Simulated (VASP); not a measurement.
Input of a VASP 6.6.1 run:

Contents of INCAR:

```
ALGO = Normal ; EDIFF = 1E-6
ENCUT = 520 ; GGA = PE
ISIF = 2 ; ISMEAR = 0
IVDW = 12 ; LASPH = True
LCHARG = False ; LREAL = False
LWAVE = False ; NBANDS = 12
NELM = 100 ; PREC = Accurate
SIGMA = 0.1
```

The input KPOINTS:

```
k-points
0
Gamma
  18 18 18
```

Contents of POSCAR:

```
Ag
1.0
    0.0000000000      2.0367018723      2.0367018723
    2.0367018723      0.0000000000      2.0367018723
    2.0367018723      2.0367018723      0.0000000000
Ag
1
Direct
    0.0000000000      0.0000000000      0.0000000000
```

Potentials or basis: VASP PAW PBE potentials, release 64 (Ag).

Run with:

```console
$ cat potpaw_PBE.64/Ag/POTCAR > POTCAR
$ mpirun -np 1 vasp_std > vasp.out
```

(1) Estimate the dispersion energy per atom.

(2) Predict the pressure.

Answers

(1) -0.594 eV.

(2) -0.2 GPa.

Caveat: pairwise dispersion overbinds metals, which lowers pressure and volume.
